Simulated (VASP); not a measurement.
# Pt in VASP: single point with r2SCAN

Aim: the single point of Pt with r2SCAN.

Program: VASP 6.6.1. These are calculated values, not measurements. Logs are shortened: lines on timing, memory, paths and dates and some standing lists are left out, and cuts for length are marked.

## (1) The cell of the first run

The typed cell holds 2 atoms: a = 3.437 Å, b = 3.437 Å, c = 3.488 Å, α = 90.00°, β = 90.00°, γ = 135.63°.

## (2) Single point, r2SCAN, collinear spin (14.41 Å³/atom)

POSCAR reads:

```
Pt
1.0
   -2.0796251265      2.4212722509      1.2752723899
    2.4212722509     -2.0796251265      1.2752723899
    2.4233320431      2.4233320431     -0.6495450560
Pt
2
Direct
    0.0147791140      0.9852208860      1.0000000000
    0.7352208860      0.2647791140      0.5000000000
```

INCAR.step1 reads:

```
PREC = Accurate ; ENCUT = 520
ISMEAR = -1 ; SIGMA = 0.05
LREAL = F ; LASPH = T
NELM = 150 ; ISPIN = 2
MAGMOM = 1 1 ; LMAXMIX = 4
NBANDS = 21 ; GGA = PE
ALGO = Normal ; EDIFF = 1E-4
LWAVE = T ; LCHARG = F
```

INCAR.step2 reads:

```
PREC = Accurate ; ENCUT = 520
EDIFF = 1E-7 ; ISMEAR = -1
SIGMA = 0.05 ; LREAL = F
LASPH = T ; NELM = 150
ALGO = Normal ; ISIF = 2
LWAVE = F ; LCHARG = F
ISPIN = 2 ; MAGMOM = 1 1
LORBIT = 11 ; LMAXMIX = 4
METAGGA = R2SCAN ; LMIXTAU = T
NBANDS = 21 ; ISTART = 1
```

KPOINTS reads:

```
Automatic mesh
0
Gamma
  14 14 10
```

Potentials or basis: VASP PAW PBE potentials, release 64 (Pt).

Started as:

```
> cat potpaw_PBE.64/Pt/POTCAR > POTCAR
> cp INCAR.step1 INCAR
> mpirun -np 1 vasp_std > vasp.out
> cp INCAR.step2 INCAR
> mpirun -np 1 vasp_std > vasp.out
```

OUTCAR:

```text
PREC = Accurate
   ENCUT = 520
   EDIFF = 1E-7
   ISMEAR = -1
   LREAL = F
   LASPH = T
   NELM = 150
   ISIF = 2
   ISPIN = 2
   LORBIT = 11
   METAGGA = R2SCAN
   ISTART = 1

 ion  position               nearest neighbor table
   1  0.015  0.985  0.000-   2 2.49   2 2.49   2 2.59   2 2.59   2 2.59   2 2.59
   2  0.735  0.265  0.500-   1 2.49   1 2.49   1 2.59   1 2.59   1 2.59   1 2.59

  LATTYP: Found a base centered monoclinic cell.
 ALAT       =     2.5959052735
 B/A-ratio  =     2.4520271132
 C/A-ratio  =     1.3437010252
 COS(beta)  =    -0.0000933097

  Lattice vectors:

 A1 = (  -2.0796251265,   2.4212722509,   1.2752723899)
 A2 = (   2.4212722509,  -2.0796251265,   1.2752723899)
 A3 = (   2.4233320431,   2.4233320431,  -0.6495450560)

Analysis of symmetry for initial positions (statically):
=====================================================================
 Subroutine PRICEL returns:
 Original cell was already a primitive cell.

 Routine SETGRP: Setting up the symmetry group for a
 base centered monoclinic supercell.

 Subroutine GETGRP returns: Found  4 space group operations
 (whereof  2 operations were pure point group operations)
 out of a pool of  4 trial point group operations.

The static configuration has the point symmetry C_2 .
 The point group associated with its full space group is C_2h.

Analysis of symmetry for dynamics (positions and initial velocities):
=====================================================================
 Subroutine PRICEL returns:
 Original cell was already a primitive cell.

 Routine SETGRP: Setting up the symmetry group for a
 base centered monoclinic supercell.

 Subroutine GETGRP returns: Found  4 space group operations
 (whereof  2 operations were pure point group operations)
 out of a pool of  4 trial point group operations.

The dynamic configuration has the point symmetry C_2 .
 The point group associated with its full space group is C_2h.

Analysis of structural, dynamic, and magnetic symmetry:
=====================================================================
 Subroutine PRICEL returns:
 Original cell was already a primitive cell.

 Routine SETGRP: Setting up the symmetry group for a
 base centered monoclinic supercell.

 Subroutine GETGRP returns: Found  4 space group operations
 (whereof  2 operations were pure point group operations)
 out of a pool of  4 trial point group operations.

[... 121 lines left out ...]
     AMIX_MAG =   1.60;   BMIX_MAG =  1.00
  volume/ion in A,a.u.               =      14.41        97.24
  Fermi-wavevector in a.u.,A,eV,Ry     =   1.449428  2.739022 28.583689  2.100842
  Thomas-Fermi vector in A             =   2.567156
   LORBIT       =     11    0 simple, 1 ext, 2 COOP (PROOUT), +10 PAW based schemes
   METAGGA = R2SCAN    functional components
   LHFCALC =     F    Hartree Fock is set to
   AEXX    =    0.0000 exact exchange contribution
   IVDW    =     0    specifies the selected vdW correction
   LEPSILON=     F    determine dielectric tensor
   LRPA    =     F    only Hartree local field effects (RPA)
 spin polarized calculation
  energy-cutoff  :      520.00
  volume of cell :       28.82
 maximum number of plane-waves:       793
 NGX is ok and might be reduce to    28
   NGX = 13   NGY = 13   NGZ = 13

 number of electron      20.0000002 magnetization      -0.0000067

 number of electron      20.0000002 magnetization       0.0000044

 Free energy of the ion-electron system (eV)
  ---------------------------------------------------
  ext. energy  EPLUGINS =         0.00000000
  ---------------------------------------------------
  free energy    TOTEN  =      -102.27676810 eV

  energy without entropy =     -102.26193895  energy(sigma->0) =     -102.26935352

 E-fermi :  12.2445     XC(G=0): -14.8119

 val. band max:       12.2443387543   @ k =  -0.1429   0.2143   0.2000
 cond. band min:      12.2445856362   @ k =  -0.2143   0.1429   0.2000
 fundamental gap:      0.0002468819
 Fermi energy:        12.2444692966

 spin component 1

 k-point     1 :       0.0000    0.0000    0.0000
  band No.  band energies     occupation
      1       0.9892      1.00000
      2       3.9278      1.00000
      3       5.0769      1.00000
      4       5.2235      1.00000
      5       6.5241      1.00000
      6       9.4615      1.00000
[... 565 lines left out ...]
     20      33.0399      0.00000
     21      33.4516      0.00000

 [... further k-points ...]

 spin component 2

 k-point     1 :       0.0000    0.0000    0.0000
  band No.  band energies     occupation
      1       0.9892      1.00000
      2       3.9278      1.00000
      3       5.0769      1.00000
      4       5.2235      1.00000
      5       6.5241      1.00000
      6       9.4615      1.00000
[... 565 lines left out ...]
     20      33.0399      0.00000
     21      33.4516      0.00000

 [... further k-points ...]

------------------------ aborting loop because EDIFF is reached ----------------------------------------

  FORCE on cell =-STRESS in cart. coord.  units (eV):
  Direction    XX          YY          ZZ          XY          YZ          ZX
  --------------------------------------------------------------------------------------
  -------------------------------------------------------------------------------------
  Total        8.0017064      8.0017064      8.1142145      0.5059869     -0.0534683     -0.0534684
  in kB      444.8655263    444.8655263    451.1205651     28.1310137     -2.9726437     -2.9726443
  external PRESSURE =     446.9505392 kB  Pullay stress =       0.0000000 kB

 VOLUME and BASIS-vectors are now :
 -----------------------------------------------------------------------------
  energy-cutoff  :      520.00
  volume of cell :       28.82
      direct lattice vectors                 reciprocal lattice vectors
    -2.079625126  2.421272251  1.275272390    -0.060364904  0.161813012  0.378484061
     2.421272251 -2.079625126  1.275272390     0.161813012 -0.060364904  0.378484061
     2.423332043  2.423332043 -0.649545056     0.199176285  0.199176285 -0.053359585

 POSITION                                       TOTAL-FORCE (eV/Angst)
 -----------------------------------------------------------------------------------
      2.35475     -2.01311      1.27527         0.038865     -0.038865     -0.000000
      0.32378      2.44119      0.95050        -0.038865      0.038865      0.000000
 -----------------------------------------------------------------------------------
    total drift:                                0.000000      0.000000     -0.000000

  FREE ENERGIE OF THE ION-ELECTRON SYSTEM (eV)
  ---------------------------------------------------
  free  energy   TOTEN  =      -102.2767680960 eV

  energy  without entropy=     -102.2619389467  energy(sigma->0) =     -102.26935352

 total charge

# of ion       s       p       d       tot
------------------------------------------
    1        0.761   0.720   8.161   9.641
    2        0.761   0.720   8.161   9.641
--------------------------------------------------
tot          1.521   1.440  16.322  19.283

 magnetization (x)

# of ion       s       p       d       tot
------------------------------------------
    1        0.000  -0.000  -0.000  -0.000
    2        0.000  -0.000  -0.000  -0.000
--------------------------------------------------
tot          0.000  -0.000  -0.000  -0.000
```

OUTCAR.step1:

```text
PREC = Accurate
   ENCUT = 520
   ISMEAR = -1
   LREAL = F
   LASPH = T
   NELM = 150
[... 1400 lines left out ...]
 -----------------------------------------------------------------------------------
      2.35475     -2.01311      1.27527         0.023994     -0.023994     -0.000000
      0.32378      2.44119      0.95050        -0.023994      0.023994      0.000000
 -----------------------------------------------------------------------------------
    total drift:                                0.000000      0.000000     -0.000000

  FREE ENERGIE OF THE ION-ELECTRON SYSTEM (eV)
  ---------------------------------------------------
  free  energy   TOTEN  =       -11.3132516381 eV

  energy  without entropy=      -11.2979681538  energy(sigma->0) =      -11.30560990
```

Run time: 73 min. Hardware: 1 thread of Oxide Virtual Turin-like, shared host; peak memory 0.5 GiB.

What came out:

```
Free energy                                           : -102.2768 eV
Pressure                                              : 44.7 GPa
Largest force                                         : 0.055 eV/Å
Band gap on the k mesh                                : zero (filled and empty bands overlap)
Net moment                                            : 0.00 μB per cell
Valence electrons inside the program's atomic spheres : Pt 9.64
```

Forces on the atoms (eV/Å):
```
Pt   0.039 -0.039  0.000
Pt  -0.039  0.039  0.000
```

Levels at points of the mesh, in eV from the Fermi level:
Spin up:
| k point | band 8 | band 9 | band 10 | band 11 | band 12 | band 13 |
| --- | --- | --- | --- | --- | --- | --- |
| (0.00, 0.00, 0.00) | -2.25 | -1.21 | -0.58 | 1.09 | 4.18 | 7.30 |
| (0.50, 0.00, 0.00) | -2.48 | -1.58 | 0.46 | 2.36 | 4.26 | 6.65 |
| (0.50, 0.50, 0.00) | -3.01 | -2.16 | -0.98 | -0.25 | 0.15 | 12.96 |
| (0.00, 0.00, 0.50) | -3.19 | -2.69 | -2.69 | 0.35 | 0.35 | 13.21 |
| (0.50, 0.00, 0.50) | -2.56 | -0.45 | -0.45 | 3.15 | 3.15 | 8.60 |
| (0.50, 0.50, 0.50) | -2.56 | -1.32 | -1.32 | -1.26 | -1.26 | 5.73 |
Spin down:
| k point | band 7 | band 8 | band 9 | band 10 | band 11 | band 12 | band 13 | band 14 |
| --- | --- | --- | --- | --- | --- | --- | --- | --- |
| (0.00, 0.00, 0.00) | -2.47 | -2.25 | -1.21 | -0.58 | 1.09 | 4.18 | 7.30 | 12.20 |
| (0.50, 0.00, 0.00) | -2.55 | -2.48 | -1.58 | 0.46 | 2.36 | 4.26 | 6.65 | 12.23 |
| (0.50, 0.50, 0.00) | -3.81 | -3.01 | -2.16 | -0.98 | -0.25 | 0.15 | 12.96 | 12.96 |
| (0.00, 0.00, 0.50) | -3.19 | -3.19 | -2.69 | -2.69 | 0.35 | 0.35 | 13.21 | 13.21 |
| (0.50, 0.00, 0.50) | -2.56 | -2.56 | -0.45 | -0.45 | 3.15 | 3.15 | 8.60 | 8.61 |
| (0.50, 0.50, 0.50) | -2.56 | -2.56 | -1.32 | -1.32 | -1.26 | -1.26 | 5.73 | 5.73 |

Caveat: the cell stands under pressure; the PAW data sets were made with another functional, which shifts forces and pressure a little; spin-orbit coupling is left out, which moves the levels of the heavy elements.
